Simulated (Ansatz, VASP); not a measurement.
## CdF2: VASP beside Ansatz

```
Cd F
1.0
     0.00000    2.69138    2.58561
     2.69138    0.00000    2.58561
     2.69138    2.69138    0.00000
Cd F
1 2
Direct
  0.00000 0.00000 0.00000
  0.25000 0.25000 0.25000
  0.75000 0.75000 0.75000
```

Alike in both runs: task single point; functional PBEsol; k mesh 8 × 8 × 8; occupations gaussian, width 0.05 eV; no spin polarisation.

|  | VASP | Ansatz |
| --- | --- | --- |
| version | VASP 6.6.1 | Ansatz 0.2.0 |
| potentials or method | VASP PAW PBE potentials, release 64 (Cd_sv_GW, F), cutoff 700 eV | scalar-relativistic, plane waves, PAW |
| valence electrons in the cell | 34 | 34 |

|  | VASP | Ansatz | Ansatz less VASP |
| --- | --- | --- | --- |
| gap on the k mesh at the Fermi level (eV) | 3.02 | 3.03 | +0.013 |
| least direct gap on the mesh (eV) | 3.45 | 3.46 | +0.011 |
| pressure (GPa) | 4.5 | 4.8 | +0.36 |
| traceless stress, the component that is largest in VASP (GPa) | 3.10 | 3.10 | 0.000 |

VASP's potentials were made for PBE, not for PBEsol. The functional is the same, so the differences come from potentials, cutoffs and numerics.
